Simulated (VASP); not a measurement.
RbAs2, 3 atoms in the cell. The structure is orthorhombic, space group Fmmm (No. 69). The conventional cell has a = 4.152 Å, b = 13.515 Å, c = 14.293 Å, α = 90.00°, β = 90.00°, γ = 90.00°. Within 4.5 Å of Rb (site symmetry mmm) lie 6 As at 3.45 to 4.01 Å and 2 Rb at 4.15 Å. Within 3.2 Å of As (site symmetry m2m) lie 2 As at 2.43 Å. The cell was generated, and may not be a known phase.

- Program: VASP 6.6.1
- Task: single point
- Functional: PBE
- Potentials or basis: VASP PAW PBE potentials, release 64 (Rb_sv, As)
- Cutoff: 520 eV
- k mesh: 12 × 12 × 12
- Occupations: gaussian, width 0.1 eV
- Spin: no spin polarisation
- Dipole correction: no
- Further INCAR settings: ALGO = Normal; EDIFF = 1e-07; NBANDS = 16

Potentials or basis: VASP PAW PBE potentials, release 64 (Rb_sv, As).

The run is started by

```sh
$ cat potpaw_PBE.64/Rb_sv/POTCAR potpaw_PBE.64/As/POTCAR > POTCAR
$ mpirun -np 1 vasp_std > vasp.out
```

Hardware: 1 thread of Intel(R) Xeon(R) 6975P-C (Granite Rapids), with other jobs on the host.

Problem. How long does it take, and how much memory?

Solution. Wall time 16 min on 1 thread of Intel(R) Xeon(R) 6975P-C (Granite Rapids), with other jobs on the host, peak memory 1.2 GiB. Counts: scf iterations 16, k points 280.
